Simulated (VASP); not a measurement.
Cd: single point with revPBE

Cd:

```
CELL_PARAMETERS angstrom
5.42588 0.00000 0.00000
-2.71294 4.69895 0.00000
0.00000 0.00000 3.27237
ATOMIC_POSITIONS crystal
Cd 0.00000 0.00000 0.00000
Cd 0.33333 0.66667 0.50000
Cd 0.66667 0.33333 0.50000
```

This cell differs from its parent crystal: volume scaled by 1.12.

```
Program                : VASP 6.6.1
Task                   : single point
Functional             : revPBE
Potentials or basis    : VASP PAW PBE potentials, release 64 (Cd)
Cutoff                 : 520 eV
k mesh                 : 8 × 8 × 11
Occupations            : fermi-dirac, width 0.1 eV
Spin                   : no spin polarisation
Dipole correction      : no
Further INCAR settings : ALGO = Normal; EDIFF = 1e-06; NBANDS = 25
```

| Quantity | Value |
| --- | --- |
| Pressure | -2.0 GPa |
| Band gap on the k mesh | zero (band 18 reaches 4.22 eV, above the bottom of band 19 at 0.16 eV) |

Stress tensor (GPa, compression positive):
```
-1.95  0.00  0.00
 0.00 -1.95  0.00
 0.00  0.00 -2.02
```

Levels at points of the mesh, in eV from the Fermi level:
```csv
k point,band 16,band 17,band 18,band 19,band 20,band 21
"(0.00, 0.00, 0.00)",-7.16,-0.15,0.03,1.00,1.00,1.07
"(0.50, 0.00, 0.00)",-5.20,-5.20,-1.29,-1.27,5.72,5.77
```

Run time: 56 s on 1 thread of Intel(R) Xeon(R) Platinum 8488C (Sapphire Rapids), on a shared host, peak memory 0.23 GiB.

Caveat: the PAW data sets were made with another functional, which shifts forces and pressure a little.
